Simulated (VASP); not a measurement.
# Cu (P1) in VASP: further runs

Runs on Cu. Level: LDA. Tasks: single point.

Program: VASP 6.6.1. These are calculated values, not measurements. Logs are shortened: lines on timing, memory, paths and dates and some standing lists are left out, and cuts for length are marked.

## 1. The cell of the first run

The typed cell holds 4 atoms: a = 2.531 Å, b = 2.531 Å, c = 8.262 Å, α = 90.00°, β = 90.00°, γ = 120.00°.

## 2. Single point, LDA

INCAR

```
PREC     = Accurate       # precision mode
ENCUT    = 520            # plane-wave cutoff, eV
EDIFF    = 1E-6           # SCF threshold, eV
ISMEAR   = -1             # smearing method
SIGMA    = 0.1            # smearing width, eV
LREAL    = False          # projectors in reciprocal space
LASPH    = True           # aspherical terms in the spheres
NELM     = 100            # most SCF steps
ALGO     = Normal         # electronic algorithm
ISIF     = 2              # what is computed and relaxed
LWAVE    = False          # write WAVECAR
LCHARG   = False          # write CHGCAR
NBANDS   = 30             # bands
```

KPOINTS

```
regular mesh
0
Gamma
  7 7 2
```

POSCAR

```
Cu
1.0
    2.5307600000      0.0000000000      0.0000000000
   -1.2653800000      2.1917100000      0.0000000000
    0.0000000000      0.0000000000      8.2618200000
Cu
4
Direct
    0.9952300000      0.0002200000      0.9983600000
    0.3277700000      0.6622900000      0.2501700000
    0.0056100000      0.0010200000      0.4991700000
    0.6601900000      0.3208400000      0.7494748065
```

Potentials or basis: VASP PAW LDA potentials, release 64 (Cu).

The run is started by

```
> cat potpaw_LDA.64/Cu/POTCAR > POTCAR
> mpirun -np 1 vasp_std > vasp.out
```

OUTCAR:

```text
PREC = Accurate
   ENCUT = 520
   EDIFF = 1E-6
   ISMEAR = -1
   LREAL = False
   LASPH = True
   NELM = 100
   ISIF = 2

 ion  position               nearest neighbor table
   1  0.995  0.000  0.998-   4 2.51   4 2.52   2 2.54   4 2.54   2 2.54   2 2.55
   2  0.328  0.662  0.250-   3 2.52   3 2.52   1 2.54   3 2.54   1 2.54   1 2.55
   3  0.006  0.001  0.499-   2 2.52   2 2.52   4 2.52   4 2.53   2 2.54   4 2.55
   4  0.660  0.321  0.749-   1 2.51   3 2.52   1 2.52   3 2.53   1 2.54   3 2.55

  LATTYP: Found a hexagonal cell.
 ALAT       =     2.5307600000
 C/A-ratio  =     3.2645608434

  Lattice vectors:

 A1 = (   2.5307600000,   0.0000000000,   0.0000000000)
 A2 = (  -1.2653800000,   2.1917100000,   0.0000000000)
 A3 = (   0.0000000000,   0.0000000000,   8.2618200000)

Analysis of symmetry for initial positions (statically):
=====================================================================
 Subroutine PRICEL returns:
 Original cell was already a primitive cell.

 Routine SETGRP: Setting up the symmetry group for a
 hexagonal supercell.

 Subroutine GETGRP returns: Found  1 space group operations
 (whereof  1 operations were pure point group operations)
 out of a pool of 24 trial point group operations.

The static configuration has the point symmetry C_1 .

Analysis of symmetry for dynamics (positions and initial velocities):
=====================================================================
 Subroutine PRICEL returns:
 Original cell was already a primitive cell.

 Routine SETGRP: Setting up the symmetry group for a
 hexagonal supercell.

 Subroutine GETGRP returns: Found  1 space group operations
 (whereof  1 operations were pure point group operations)
 out of a pool of 24 trial point group operations.

The dynamic configuration has the point symmetry C_1 .

 Subroutine INISYM returns: Found  1 space group operations
 (whereof  1 operations are pure point group operations),
 and found     1 'primitive' translations

----------------------------------------------------------------------------------------

                                     Primitive cell

  volume of cell :      45.8258

  direct lattice vectors                    reciprocal lattice vectors
     2.530760000  0.000000000  0.000000000     0.395138219  0.228132372  0.000000000
    -1.265380000  2.191710000  0.000000000     0.000000000  0.456264743  0.000000000
     0.000000000  0.000000000  8.261820000     0.000000000  0.000000000  0.121038706

  length of vectors
     2.530760000  2.530766538  8.261820000     0.456265922  0.456264743  0.121038706

  position of ions in fractional coordinates (direct lattice)
     0.995230000  0.000220000  0.998360000
     0.327770000  0.662290000  0.250170000
     0.005610000  0.001020000  0.499170000
     0.660190000  0.320840000  0.749474806

  ion indices of the primitive-cell ions
   primitive index   ion index
                 1           1
                 2           2
                 3           3
                 4           4

----------------------------------------------------------------------------------------

 KPOINTS: regular mesh

Automatic generation of k-mesh.
 Grid dimensions read from file:
 generate k-points for:    7    7    2

 Generating k-lattice:

  Cartesian coordinates                     Fractional coordinates (reciprocal lattice)
     0.056448317  0.032590339  0.000000000     0.142857143 -0.000000000  0.000000000
     0.000000000  0.065180678  0.000000000     0.000000000  0.142857143  0.000000000
     0.000000000  0.000000000  0.060519353     0.000000000  0.000000000  0.500000000

  Length of vectors
     0.065180846  0.065180678  0.060519353

  Shift w.r.t. Gamma in fractional coordinates (k-lattice)
     0.000000000  0.000000000  0.000000000

 Subroutine IBZKPT returns following result:
 ===========================================

 Found     50 irreducible k-points:

 Following reciprocal coordinates:
            Coordinates               Weight
  0.000000  0.000000  0.000000      1.000000
  0.142857  0.000000  0.000000      2.000000
  0.000000  0.142857  0.000000      2.000000
 -0.142857  0.142857  0.000000      2.000000
  0.285714  0.000000  0.000000      2.000000
  0.000000  0.285714  0.000000      2.000000
[... 16 lines left out ...]
  0.285714  0.285714  0.000000      2.000000
 -0.285714 -0.428571  0.000000      2.000000
 [... further k-points ...]
   k-points           NKPTS =     50   k-points in BZ     NKDIM =     50   number of bands    NBANDS=     30
   number of dos      NEDOS =    301   number of ions     NIONS =      4
   total plane-waves  NPLWV =  25600
   dimension x,y,z NGX =    20 NGY =   20 NGZ =   64
   dimension x,y,z NGXF=    40 NGYF=   40 NGZF=  128
   ions per type =               4
   NGX,Y,Z   is equivalent  to a cutoff of  13.14, 13.14, 12.88 a.u.
   NGXF,Y,Z  is equivalent  to a cutoff of  26.28, 26.28, 25.76 a.u.
 SYSTEM =  unknown system
   PREC   = accura    normal or accurate (medium, high low for compatibility)
   ISTART =      0    job   : 0-new  1-cont  2-samecut
   ICHARG =      2    charge: 1-file 2-atom 10-const
   ISPIN  =      1    spin polarized calculation?
   LNONCOLLINEAR =      F non collinear calculations
   LSORBIT =      F    spin-orbit coupling
   LASPH  =      T    aspherical Exc in radial PAW
   ENCUT  =  520.0 eV  38.22 Ry    6.18 a.u.   4.71  4.71 15.36*2*pi/ulx,y,z
   NELM   =    100;   NELMIN=  2; NELMDL= -5     # of ELM steps
   EDIFF  = 0.1E-05   stopping-criterion for ELM
   LREAL  =      F    real-space projection
   EDIFFG = 0.1E-04   stopping-criterion for IOM
   NSW    =      0    number of steps for IOM
   IBRION =     -1    ionic relax: 0-MD 1-quasi-New 2-CG
   NFREE  =      0    steps in history (QN), initial steepest desc. (CG)
   ISIF   =      2    stress and relaxation
   ISYM   =      2    0-nonsym 1-usesym 2-fastsym
   POTIM  = 0.5000    time-step for ionic-motion
   TEBEG  =    0.0;   TEEND  =   0.0 temperature during run
   PSTRESS=    0.0 pullay stress
   NELECT =      44.0000    total number of electrons
   NUPDOWN=      -1.0000    fix difference up-down
   EMIN   =  10.00;   EMAX   =-10.00  energy-range for DOS
   EFERMI =   0.00;   METHOD = LEGACY
   ISMEAR =    -1;   SIGMA  =   0.10  broadening in eV -4-tet -1-fermi 0-gaus
   EFERMI_NEDOS =   21; number of points for ismear=-14 and -15
   IALGO  =     38    algorithm
   IMIX   =      4    mixing-type and parameters
     AMIX     =   0.40;   BMIX     =  1.00
     AMIX_MAG =   1.60;   BMIX_MAG =  1.00
  volume/ion in A,a.u.               =      11.46        77.31
  Fermi-wavevector in a.u.,A,eV,Ry     =   1.615062  3.052024 35.489769  2.608424
  Thomas-Fermi vector in A             =   2.709870
   LORBIT       =      0    0 simple, 1 ext, 2 COOP (PROOUT), +10 PAW based schemes
   GGA     = CA    functional components
   LHFCALC =     F    Hartree Fock is set to
   AEXX    =    0.0000 exact exchange contribution
   IVDW    =     0    specifies the selected vdW correction
   LEPSILON=     F    determine dielectric tensor
   LRPA    =     F    only Hartree local field effects (RPA)
 non-spin polarized calculation
  energy-cutoff  :      520.00
  volume of cell :       45.83
 maximum number of plane-waves:      1246
   NGX =  9   NGY =  9   NGZ = 31

 number of electron      43.9999991 magnetization

 Free energy of the ion-electron system (eV)
  ---------------------------------------------------
  ext. energy  EPLUGINS =         0.00000000
  ---------------------------------------------------
  free energy    TOTEN  =       -18.84186618 eV

  energy without entropy =      -18.80978005  energy(sigma->0) =      -18.82582311

 E-fermi :   7.6810     XC(G=0): -13.2816

 val. band max:        7.6755865118   @ k =  -0.4286   0.4286   0.0000
 cond. band min:       7.6901052657   @ k =   0.4286  -0.0000   0.0000
 fundamental gap:      0.0145187540
 Fermi energy:         7.6809857402

 k-point     1 :       0.0000    0.0000    0.0000
  band No.  band energies     occupation
      1      -1.8570      2.00000
      2       0.2838      2.00000
      3       0.3259      2.00000
      4       2.4232      2.00000
      5       4.2702      2.00000
      6       4.3038      2.00000
[... 22 lines left out ...]
     29      29.8875      0.00000
     30      29.9291      0.00000

 k-point     2 :       0.1429    0.0000    0.0000
  band No.  band energies     occupation
      1      -1.1909      2.00000
      2       0.8656      2.00000
      3       0.9062      2.00000
      4       2.7935      2.00000
      5       4.0334      2.00000
      6       4.1535      2.00000
[... 22 lines left out ...]
     29      25.3030      0.00000
     30      25.3577      0.00000

 k-point     3 :       0.0000    0.1429    0.0000
  band No.  band energies     occupation
      1      -1.1910      2.00000
      2       0.8653      2.00000
      3       0.9059      2.00000
      4       2.7924      2.00000
      5       4.0360      2.00000
      6       4.1569      2.00000
[... 22 lines left out ...]
     29      25.2980      0.00000
     30      25.3559      0.00000

 k-point     4 :      -0.1429    0.1429    0.0000
  band No.  band energies     occupation
      1      -1.1908      2.00000
      2       0.8658      2.00000
      3       0.9063      2.00000
      4       2.7942      2.00000
      5       4.0314      2.00000
      6       4.1512      2.00000
[... 616 lines left out ...]
     29      17.1792      0.00000
     30      18.2781      0.00000

 k-point    23 :       0.2857    0.2857    0.0000
  band No.  band energies     occupation
      1       3.3152      2.00000
      2       3.3178      2.00000
      3       3.3319      2.00000
      4       3.4319      2.00000
      5       3.6140      2.00000
      6       3.6270      2.00000
[... 22 lines left out ...]
     29      15.6676      0.00000
     30      17.1020      0.00000

 k-point    24 :      -0.2857   -0.4286    0.0000
  band No.  band energies     occupation
      1       3.3128      2.00000
      2       3.3177      2.00000
      3       3.3297      2.00000
      4       3.4343      2.00000
      5       3.6141      2.00000
      6       3.6275      2.00000
[... 22 lines left out ...]
     29      15.6648      0.00000
     30      17.1051      0.00000

 [... further k-points ...]

------------------------ aborting loop because EDIFF is reached ----------------------------------------

  FORCE on cell =-STRESS in cart. coord.  units (eV):
  Direction    XX          YY          ZZ          XY          YZ          ZX
  --------------------------------------------------------------------------------------
  -------------------------------------------------------------------------------------
  Total       -2.1661286     -2.2490019     -2.1692134     -0.0207323     -0.0018843      0.0042256
  in kB      -75.7329796    -78.6304262    -75.8408309     -0.7248486     -0.0658789      0.1477352
  external PRESSURE =     -76.7347456 kB  Pullay stress =       0.0000000 kB

 VOLUME and BASIS-vectors are now :
 -----------------------------------------------------------------------------
  energy-cutoff  :      520.00
  volume of cell :       45.83
      direct lattice vectors                 reciprocal lattice vectors
     2.530760000  0.000000000  0.000000000     0.395138219  0.228132372  0.000000000
    -1.265380000  2.191710000  0.000000000     0.000000000  0.456264743  0.000000000
     0.000000000  0.000000000  8.261820000     0.000000000  0.000000000  0.121038706

 POSITION                                       TOTAL-FORCE (eV/Angst)
 -----------------------------------------------------------------------------------
      2.51841      0.00048      8.24827         0.011722     -0.029070      0.084576
     -0.00854      1.45155      2.06686         0.012680      0.018255     -0.079854
      0.01291      0.00224      4.12405        -0.026539     -0.031069      0.030732
      1.26480      0.70319      6.19203         0.002137      0.041883     -0.035454
 -----------------------------------------------------------------------------------
    total drift:                               -0.000155     -0.000150     -0.000783

  FREE ENERGIE OF THE ION-ELECTRON SYSTEM (eV)
  ---------------------------------------------------
  free  energy   TOTEN  =       -18.8418661796 eV

  energy  without entropy=      -18.8097800467  energy(sigma->0) =      -18.82582311
```

It took 85 s on 1 thread of Intel Xeon Platinum 8259CL at 2.50GHz (Skylake/Cascade Lake), shared host; peak memory 0.17 GiB.

What came out:

| Quantity | Value |
| --- | --- |
| Free energy | -18.8419 eV |
| Pressure | -7.7 GPa |
| Largest force | 0.090 eV/Å |
| Band gap on the k mesh | zero (band 22 reaches 10.17 eV, above the bottom of band 23 at 5.87 eV) |

Forces in eV/Å, atoms in the order of the input:
```
Cu   0.012 -0.029  0.085
Cu   0.013  0.018 -0.080
Cu  -0.027 -0.031  0.031
Cu   0.002  0.042 -0.035
```

Stress tensor (GPa, compression positive):
```
-7.57 -0.07  0.01
-0.07 -7.86 -0.01
 0.01 -0.01 -7.58
```

Caveat: the k points lie up to 0.41 Å⁻¹ apart.

## 3. Single point, LDA

INCAR

```
SYSTEM = Cu
PREC = Accurate ; ENCUT = 520
EDIFF = 1E-6 ; ISMEAR = -1
SIGMA = 0.1 ; LREAL = .FALSE.
LASPH = .TRUE. ; NELM = 80
ALGO = Normal ; ISIF = 2
LWAVE = .FALSE. ; LCHARG = .FALSE.
NBANDS = 30
```

KPOINTS

```
Automatic mesh
0
G
  7 7 2
  0 0 0
```

POSCAR, as its differences from that of step 2:

```diff
@@ -11,2 +11,2 @@
     0.0056100000      0.0010200000      0.4991700000
-    0.6601900000      0.3208400000      0.7494748065
+    0.6601900000      0.3208400000      0.7525007741
```

Potentials or basis: VASP PAW LDA potentials, release 64 (Cu).

The run is started by

```
> cat potpaw_LDA.64/Cu/POTCAR > POTCAR
> mpirun -np 1 vasp_std > vasp.out
```

It took 78 s on 1 thread of Intel Xeon Platinum 8259CL at 2.50GHz (Skylake/Cascade Lake), shared host; peak memory 0.17 GiB.

The run converged. Its results:

| Quantity | Value |
| --- | --- |
| Free energy | -18.8387 eV |
| Pressure | -7.7 GPa |
| Largest force | 0.225 eV/Å |
| Band gap on the k mesh | zero (band 22 reaches 10.16 eV, above the bottom of band 23 at 5.87 eV) |

Forces in eV/Å, atoms in the order of the input:
```
Cu   0.013 -0.031  0.176
Cu   0.012  0.018 -0.064
Cu  -0.025 -0.029  0.108
Cu   0.000  0.042 -0.221
```

Stress tensor (GPa, compression positive):
```
-7.62 -0.09  0.02
-0.09 -7.91 -0.03
 0.02 -0.03 -7.58
```

Levels at points of the mesh, in eV from the Fermi level:
```tsv
k point	band 20	band 21	band 22	band 23	band 24	band 25
(0.00, 0.00, 0.00)	-2.00	-1.99	-1.71	-1.70	-1.02	3.92
(0.00, 0.00, 0.50)	-2.28	-1.85	-1.84	-1.82	-1.81	7.05
```

Caveat: the k points lie up to 0.41 Å⁻¹ apart.
